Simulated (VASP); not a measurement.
CdTe, 2 atoms in the cell. It takes space group F-43m (No. 216, cubic). The conventional cell has a = 6.452 Å, b = 6.452 Å, c = 6.452 Å, α = 90.00°, β = 90.00°, γ = 90.00°. Te (site symmetry -43m) has 4 Cd at 2.79 Å within 3.7 Å. Cd (site symmetry -43m) has 4 Te at 2.79 Å within 3.7 Å. 

* Program: VASP 6.6.1
* Task: single point
* Functional: pbesol exchange, pbe correlation
* Potentials or basis: VASP PAW PBE potentials, release 64 (Te, Cd)
* Cutoff: 500 eV
* k mesh: 7 × 7 × 7
* Occupations: tetrahedron
* Spin: no spin polarisation
* Dipole correction: no
* Further INCAR settings: ALGO = Normal; EDIFF = 1e-06; NBANDS = 16

Potentials or basis: VASP PAW PBE potentials, release 64 (Te, Cd).

The run is started by

```bash
$ cat potpaw_PBE.64/Te/POTCAR potpaw_PBE.64/Cd/POTCAR > POTCAR
$ mpirun -np 1 vasp_std > vasp.out
```

Hardware: 1 thread of AMD EPYC 7R43 64-Core Processor (Zen 3) (shared host).

**Question.** How long does it take, and how much memory?

**Answer.** It took 24 s on 1 thread of AMD EPYC 7R43 64-Core Processor (Zen 3), with other jobs on the host, peak memory 0.18 GiB. Counts: scf iterations 13, k points 20.
